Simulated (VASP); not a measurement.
# Al2C: single point with PBE

Al2C:

```
Al C
1.0
    -1.35371    1.35371    4.81945
     1.35371   -1.35371    4.81945
     1.35371    1.35371   -4.81945
Al C
2 1
Direct
  0.63733 0.63733 0.00000
  0.36267 0.36267 0.00000
  0.00000 0.00000 0.00000
```

| Property | Result |
| --- | --- |
| Program | VASP 6.6.1 |
| Task | single point |
| Functional | PBE |
| Potentials or basis | VASP PAW PBE potentials, release 64 (Al, C) |
| Cutoff | 520 eV |
| k mesh | 8 × 8 × 8 |
| Occupations | gaussian, width 0.1 eV |
| Spin | no spin polarisation |

* Pressure: 0.0 GPa
* Band gap on the k mesh: zero (band 5 reaches 10.00 eV, above the bottom of band 6 at 7.77 eV)

Levels at points of the mesh, in eV from the Fermi level:
| k point | band 3 | band 4 | band 5 | band 6 | band 7 | band 8 |
| --- | --- | --- | --- | --- | --- | --- |
| (0.00, 0.00, 0.00) | -7.23 | 0.37 | 0.37 | 5.34 | 6.14 | 7.57 |
| (0.50, 0.00, 0.00) | -5.44 | -4.00 | -0.53 | 1.68 | 1.82 | 7.22 |
| (0.50, 0.50, 0.00) | -5.32 | -2.18 | -1.05 | -0.98 | 1.27 | 2.79 |
| (0.50, 0.50, 0.50) | -1.74 | 0.32 | 0.32 | 0.95 | 5.34 | 6.13 |

Run time: 83 s on 1 thread of Intel Xeon 8259CL, on a shared host, peak memory 0.23 GiB.

Caveat: the k points lie up to 0.41 Å⁻¹ apart.
